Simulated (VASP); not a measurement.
# Hg (R-3m) in VASP: a series of runs

Runs on Hg. Level: PBEsol. Tasks: single point.

All numbers are computed with VASP 6.6.1; they aren't measurements. Logs are shortened: lines on timing, memory, paths and dates and some standing lists are left out, and cuts for length are marked.

### 1 The cell of the first run

It takes space group R-3m (No. 166, trigonal). The conventional cell has a = 3.637 Å, b = 3.637 Å, c = 6.758 Å, α = 90.00°, β = 90.00°, γ = 120.00°. Hg (site symmetry -3m) has 12 Hg at 3.08 to 3.64 Å within 4.1 Å.

### 2 Single point, PBEsol (25.80 Å³/atom)

Input file INCAR:

```
SYSTEM = Hg
PREC = Accurate
ENCUT = 520
EDIFF = 1E-6
ISMEAR = -1
SIGMA = 0.1
LREAL = .FALSE.
LASPH = .TRUE.
NELM = 100
ALGO = Normal
ISIF = 2
LWAVE = .FALSE.
LCHARG = .FALSE.
GGA = PS
NBANDS = 12
```

Input file KPOINTS:

```
regular mesh
0
G
  18 18 18
  0 0 0
```

Input file POSCAR:

```
Hg
1.0
    1.8184873312      1.0499041502      2.2525347344
   -1.8184873312      1.0499041502      2.2525347344
    0.0000000000     -2.0998083004      2.2525347344
Hg
1
Direct
    0.0000000000      1.0000000000      1.0000000000
```

Potentials or basis: VASP PAW PBE potentials, release 64 (Hg).

Launch:

```sh
cat potpaw_PBE.64/Hg/POTCAR > POTCAR
mpirun -np 1 vasp_std > vasp.out
```

OUTCAR:

```text
SYSTEM = Hg
   PREC = Accurate
   ENCUT = 520
   EDIFF = 1E-6
   ISMEAR = -1
   LREAL = .FALSE.
   LASPH = .TRUE.
   NELM = 100
   ISIF = 2
   GGA = PS

 ion  position               nearest neighbor table
   1  0.000  0.000  0.000-

  LATTYP: Found a trigonal (rhomboedric) cell.
 ALAT       =     3.0794654776
 COS(alpha) =     0.3025712027

  Lattice vectors:

 A1 = (   1.8184873312,   1.0499041502,   2.2525347344)
 A2 = (  -1.8184873312,   1.0499041502,   2.2525347344)
 A3 = (   0.0000000000,  -2.0998083004,   2.2525347344)

Analysis of symmetry for initial positions (statically):
=====================================================================
 Subroutine PRICEL returns:
 Original cell was already a primitive cell.

 Routine SETGRP: Setting up the symmetry group for a
 trigonal (rhombohedral) supercell.

 Subroutine GETGRP returns: Found 12 space group operations
 (whereof 12 operations were pure point group operations)
 out of a pool of 12 trial point group operations.

The static configuration has the point symmetry D_3d.

Analysis of symmetry for dynamics (positions and initial velocities):
=====================================================================
 Subroutine PRICEL returns:
 Original cell was already a primitive cell.

 Routine SETGRP: Setting up the symmetry group for a
 trigonal (rhombohedral) supercell.

 Subroutine GETGRP returns: Found 12 space group operations
 (whereof 12 operations were pure point group operations)
 out of a pool of 12 trial point group operations.

The dynamic configuration has the point symmetry D_3d.

 Subroutine INISYM returns: Found 12 space group operations
 (whereof 12 operations are pure point group operations),
 and found     1 'primitive' translations

----------------------------------------------------------------------------------------

                                     Primitive cell

  volume of cell :      25.8037

  direct lattice vectors                    reciprocal lattice vectors
     1.818487331  1.049904150  2.252534734     0.274953799  0.158744650  0.147981440
    -1.818487331  1.049904150  2.252534734    -0.274953799  0.158744650  0.147981440
     0.000000000 -2.099808300  2.252534734     0.000000000 -0.317489300  0.147981440

  length of vectors
     3.079465478  3.079465478  3.079465478     0.350282689  0.350282689  0.350282689

  position of ions in fractional coordinates (direct lattice)
     0.000000000  0.000000000  0.000000000

  ion indices of the primitive-cell ions
   primitive index   ion index
                 1           1

----------------------------------------------------------------------------------------

 KPOINTS: regular mesh

Automatic generation of k-mesh.
 Grid dimensions read from file:
 generate k-points for:   18   18   18

 Generating k-lattice:

  Cartesian coordinates                     Fractional coordinates (reciprocal lattice)
     0.015275211  0.008819147  0.008221191     0.055555556 -0.000000000 -0.000000000
    -0.015275211  0.008819147  0.008221191    -0.000000000  0.055555556 -0.000000000
     0.000000000 -0.017638294  0.008221191    -0.000000000 -0.000000000  0.055555556

  Length of vectors
     0.019460149  0.019460149  0.019460149

  Shift w.r.t. Gamma in fractional coordinates (k-lattice)
     0.000000000  0.000000000  0.000000000

 Subroutine IBZKPT returns following result:
 ===========================================

 Found    580 irreducible k-points:

 Following reciprocal coordinates:
            Coordinates               Weight
  0.000000  0.000000  0.000000      1.000000
  0.055556 -0.000000  0.000000      6.000000
  0.111111 -0.000000  0.000000      6.000000
  0.166667  0.000000  0.000000      6.000000
  0.222222 -0.000000 -0.000000      6.000000
  0.277778 -0.000000 -0.000000      6.000000
[... 16 lines left out ...]
 -0.277778  0.055556  0.000000     12.000000
 -0.222222  0.055556  0.000000     12.000000
 [... further k-points ...]
   k-points           NKPTS =    580   k-points in BZ     NKDIM =    580   number of bands    NBANDS=     12
   number of dos      NEDOS =    301   number of ions     NIONS =      1
   total plane-waves  NPLWV =  13824
   dimension x,y,z NGX =    24 NGY =   24 NGZ =   24
   dimension x,y,z NGXF=    48 NGYF=   48 NGZF=   48
   ions per type =               1
   NGX,Y,Z   is equivalent  to a cutoff of  12.96, 12.96, 12.96 a.u.
   NGXF,Y,Z  is equivalent  to a cutoff of  25.91, 25.91, 25.91 a.u.
 SYSTEM =  Hg
   PREC   = accura    normal or accurate (medium, high low for compatibility)
   ISTART =      0    job   : 0-new  1-cont  2-samecut
   ICHARG =      2    charge: 1-file 2-atom 10-const
   ISPIN  =      1    spin polarized calculation?
   LNONCOLLINEAR =      F non collinear calculations
   LSORBIT =      F    spin-orbit coupling
   LASPH  =      T    aspherical Exc in radial PAW
   ENCUT  =  520.0 eV  38.22 Ry    6.18 a.u.   5.73  5.73  5.73*2*pi/ulx,y,z
   NELM   =    100;   NELMIN=  2; NELMDL= -5     # of ELM steps
   EDIFF  = 0.1E-05   stopping-criterion for ELM
   LREAL  =      F    real-space projection
   EDIFFG = 0.1E-04   stopping-criterion for IOM
   NSW    =      0    number of steps for IOM
   IBRION =     -1    ionic relax: 0-MD 1-quasi-New 2-CG
   NFREE  =      0    steps in history (QN), initial steepest desc. (CG)
   ISIF   =      2    stress and relaxation
   ISYM   =      2    0-nonsym 1-usesym 2-fastsym
   POTIM  = 0.5000    time-step for ionic-motion
   TEBEG  =    0.0;   TEEND  =   0.0 temperature during run
   PSTRESS=    0.0 pullay stress
   NELECT =      12.0000    total number of electrons
   NUPDOWN=      -1.0000    fix difference up-down
   EMIN   =  10.00;   EMAX   =-10.00  energy-range for DOS
   EFERMI =   0.00;   METHOD = LEGACY
   ISMEAR =    -1;   SIGMA  =   0.10  broadening in eV -4-tet -1-fermi 0-gaus
   EFERMI_NEDOS =   21; number of points for ismear=-14 and -15
   IALGO  =     38    algorithm
   IMIX   =      4    mixing-type and parameters
     AMIX     =   0.40;   BMIX     =  1.00
     AMIX_MAG =   1.60;   BMIX_MAG =  1.00
  volume/ion in A,a.u.               =      25.80       174.13
  Fermi-wavevector in a.u.,A,eV,Ry     =   1.268356  2.396844 21.888044  1.608726
  Thomas-Fermi vector in A             =   2.401455
   LORBIT       =      0    0 simple, 1 ext, 2 COOP (PROOUT), +10 PAW based schemes
   GGA     = PS    functional components
   LHFCALC =     F    Hartree Fock is set to
   AEXX    =    0.0000 exact exchange contribution
   IVDW    =     0    specifies the selected vdW correction
   LEPSILON=     F    determine dielectric tensor
   LRPA    =     F    only Hartree local field effects (RPA)
 non-spin polarized calculation
  energy-cutoff  :      520.00
  volume of cell :       25.80
 maximum number of plane-waves:       710
   NGX = 11   NGY = 11   NGZ = 11

 number of electron      12.0000002 magnetization

 Free energy of the ion-electron system (eV)
  ---------------------------------------------------
  ext. energy  EPLUGINS =         0.00000000
  ---------------------------------------------------
  free energy    TOTEN  =        -0.55448029 eV

  energy without entropy =       -0.54476988  energy(sigma->0) =       -0.54962509

 E-fermi :   1.9278     XC(G=0): -10.5362

 val. band max:        1.9156427474   @ k =  -0.2778   0.5000   0.2778
 cond. band min:       1.9349041944   @ k =  -0.3889  -0.3889   0.2778
 fundamental gap:      0.0192614470
 Fermi energy:         1.9277660120

 k-point     1 :       0.0000    0.0000    0.0000
  band No.  band energies     occupation
      1      -6.6175      2.00000
      2      -5.4956      2.00000
      3      -5.4956      2.00000
      4      -4.2167      2.00000
      5      -4.1329      2.00000
      6      -4.1329      2.00000
      7      13.5001      0.00000
      8      13.5187      0.00000
      9      13.5187      0.00000
     10      17.5423      0.00000
     11      18.8918      0.00000
     12      18.8918      0.00000

 k-point     2 :       0.0556   -0.0000    0.0000
  band No.  band energies     occupation
      1      -6.5542      2.00000
      2      -5.4916      2.00000
      3      -5.4742      2.00000
      4      -4.2174      2.00000
      5      -4.1424      2.00000
      6      -4.1356      2.00000
      7      12.7430      0.00000
      8      13.5407      0.00000
      9      13.5569      0.00000
     10      17.8991      0.00000
     11      18.8928      0.00000
     12      19.3609      0.00000

 k-point     3 :       0.1111   -0.0000    0.0000
  band No.  band energies     occupation
      1      -6.3780      2.00000
      2      -5.4813      2.00000
      3      -5.3998      2.00000
      4      -4.2174      2.00000
      5      -4.1685      2.00000
      6      -4.1428      2.00000
      7      11.1752      0.00000
      8      13.6397      0.00000
      9      13.6603      0.00000
     10      18.2458      0.00000
     11      18.8993      0.00000
     12      20.6730      0.00000

 k-point     4 :       0.1667    0.0000    0.0000
  band No.  band energies     occupation
      1      -6.1444      2.00000
      2      -5.4688      2.00000
      3      -5.2260      2.00000
      4      -4.2111      2.00000
      5      -4.2036      2.00000
      6      -4.1510      2.00000
      7       9.4234      0.00000
      8      13.7665      0.00000
      9      13.7964      0.00000
     10      18.5380      0.00000
     11      18.9218      0.00000
     12      20.9246      0.00000

 k-point     5 :       0.2222   -0.0000   -0.0000
  band No.  band energies     occupation
      1      -5.9570      2.00000
      2      -5.4595      2.00000
      3      -4.8613      2.00000
      4      -4.2381      2.00000
      5      -4.1992      2.00000
      6      -4.1487      2.00000
      7       7.6578      0.00000
      8      13.8772      0.00000
      9      13.9202      0.00000
     10      18.8818      0.00000
     11      18.9745      0.00000
     12      20.2945      0.00000
[... 228 lines left out ...]
      1      -5.8040      2.00000
      2      -5.4631      2.00000
      3      -4.2875      2.00000
      4      -4.2364      2.00000
      5      -4.0046      2.00000
      6      -2.2520      2.00000
      7       2.4786      0.00807
      8      12.6939      0.00000
      9      14.1767      0.00000
     10      18.6629      0.00000
     11      19.2300      0.00000
     12      20.0002      0.00000

 k-point    22 :      -0.3333    0.0556    0.0000
  band No.  band energies     occupation
      1      -5.8002      2.00000
      2      -5.4524      2.00000
      3      -4.2849      2.00000
      4      -4.2304      2.00000
      5      -4.0690      2.00000
      6      -3.2136      2.00000
      7       3.9979      0.00000
      8      12.5165      0.00000
      9      14.3465      0.00000
     10      18.7029      0.00000
     11      19.5235      0.00000
     12      20.1270      0.00000

 k-point    23 :      -0.2778    0.0556    0.0000
  band No.  band energies     occupation
      1      -5.8145      2.00000
      2      -5.4452      2.00000
      3      -4.3516      2.00000
      4      -4.2275      2.00000
      5      -4.1964      2.00000
      6      -3.8861      2.00000
      7       5.6124      0.00000
      8      12.4062      0.00000
      9      14.4286      0.00000
     10      18.6388      0.00000
     11      19.9517      0.00000
     12      20.2076      0.00000

 k-point    24 :      -0.2222    0.0556    0.0000
  band No.  band energies     occupation
      1      -5.8773      2.00000
      2      -5.4455      2.00000
      3      -4.8281      2.00000
      4      -4.2319      2.00000
      5      -4.2050      2.00000
      6      -4.0584      2.00000
      7       7.3024      0.00000
      8      12.3544      0.00000
      9      14.3736      0.00000
     10      18.5080      0.00000
     11      20.2277      0.00000
     12      20.3924      0.00000

 [... further k-points ...]

------------------------ aborting loop because EDIFF is reached ----------------------------------------

  FORCE on cell =-STRESS in cart. coord.  units (eV):
  Direction    XX          YY          ZZ          XY          YZ          ZX
  --------------------------------------------------------------------------------------
  -------------------------------------------------------------------------------------
  Total       -0.2866394     -0.2866394     -0.4486041      0.0000000      0.0000000      0.0000000
  in kB      -17.7976945    -17.7976945    -27.8542313      0.0000000      0.0000000      0.0000000
  external PRESSURE =     -21.1498734 kB  Pullay stress =       0.0000000 kB

 VOLUME and BASIS-vectors are now :
 -----------------------------------------------------------------------------
  energy-cutoff  :      520.00
  volume of cell :       25.80
      direct lattice vectors                 reciprocal lattice vectors
     1.818487331  1.049904150  2.252534734     0.274953799  0.158744650  0.147981440
    -1.818487331  1.049904150  2.252534734    -0.274953799  0.158744650  0.147981440
     0.000000000 -2.099808300  2.252534734     0.000000000 -0.317489300  0.147981440

 POSITION                                       TOTAL-FORCE (eV/Angst)
 -----------------------------------------------------------------------------------
      0.00000      0.00000      0.00000         0.000000     -0.000000      0.000000
 -----------------------------------------------------------------------------------
    total drift:                                0.000000     -0.000000      0.000000

  FREE ENERGIE OF THE ION-ELECTRON SYSTEM (eV)
  ---------------------------------------------------
  free  energy   TOTEN  =        -0.5544802940 eV

  energy  without entropy=       -0.5447698770  energy(sigma->0) =       -0.54962509
```

It took 42 s on 1 thread of Intel Xeon Platinum 8488C (Sapphire Rapids), shared host; peak memory 0.28 GiB.

What came out:

```yaml
Free_energy: -0.5545 eV
Pressure: -2.1 GPa
Band_gap_on_the_k_mesh: zero (bands 6 and 7 overlap by 2.93 eV)
```

Levels at points of the mesh, in eV from the Fermi level:
| k point | band 2 | band 3 | band 4 | band 5 | band 6 | band 7 | band 8 | band 9 | band 10 | band 11 |
| --- | --- | --- | --- | --- | --- | --- | --- | --- | --- | --- |
| (0.00, 0.00, 0.00) | -7.42 | -7.42 | -6.14 | -6.06 | -6.06 | 11.57 | 11.59 | 11.59 | 15.61 | 16.96 |
| (0.50, 0.00, 0.00) | -7.42 | -6.20 | -6.16 | -5.88 | -2.44 | -1.67 | 11.90 | 11.98 | 16.38 | 17.26 |
| (0.50, 0.50, 0.00) | -7.56 | -6.07 | -5.93 | -5.39 | 0.12 | 0.37 | 4.23 | 9.12 | 10.11 | 15.05 |
| (0.50, 0.50, 0.50) | -7.03 | -7.03 | -5.46 | -5.46 | 0.34 | 1.32 | 8.30 | 8.30 | 10.58 | 13.19 |

Caveat: the PAW data sets were made with another functional, which shifts forces and pressure a little; spin-orbit coupling is left out, which moves the levels of the heavy elements.

### 3 Single point, PBEsol (26.76 Å³/atom)

This run uses another cell than the first one, of 26.76 Å³/atom.

Input file INCAR:

```
PREC = Accurate ; ENCUT = 520
EDIFF = 1E-7 ; ISMEAR = -1
SIGMA = 0.1 ; LREAL = F
LASPH = T ; NELM = 100
ALGO = Normal ; ISIF = 2
LWAVE = F ; LCHARG = F
GGA = PS ; NBANDS = 12
```

Input file KPOINTS:

```
Automatic mesh
0
Gamma
  18 18 18
```

Input file POSCAR:

```
Hg
1.0
    1.8406661918      1.0627091213      2.2800073778
   -1.8406661918      1.0627091213      2.2800073778
    0.0000000000     -2.1254182427      2.2800073777
Hg
1
Direct
    0.0000000000      1.0000000000      1.0000000000
```

Potentials or basis: VASP PAW PBE potentials, release 64 (Hg).

Launch:

```sh
cat potpaw_PBE.64/Hg/POTCAR > POTCAR
mpirun -np 1 vasp_std > vasp.out
```

It took 44 s on 1 thread of Intel Xeon Platinum 8488C (Sapphire Rapids), shared host; peak memory 0.28 GiB.

It converged, with:

- Free energy: -0.5402 eV
- Pressure: -2.8 GPa
- Band gap on the k mesh: zero (bands 6 and 7 overlap by 2.61 eV)

Stress tensor (GPa, compression positive):
```
-2.38  0.00  0.00
 0.00 -2.38  0.00
 0.00  0.00 -3.63
```

Levels at points of the mesh, in eV from the Fermi level:
```
           k point  band 4  band 5  band 6  band 7  band 8  band 9
(0.00, 0.00, 0.00)   -6.07   -5.99   -5.99   11.36   11.36   11.46
(0.50, 0.00, 0.00)   -6.08   -5.82   -2.47   -1.50   11.73   11.74
(0.50, 0.50, 0.00)   -5.87   -5.37    0.24    0.24    4.22    8.95
(0.50, 0.50, 0.50)   -5.43   -5.43    0.44    1.17    8.13    8.13
```

Caveat: the PAW data sets were made with another functional, which shifts forces and pressure a little; spin-orbit coupling is left out, which moves the levels of the heavy elements.

(Part 1 of 2 ends here.)
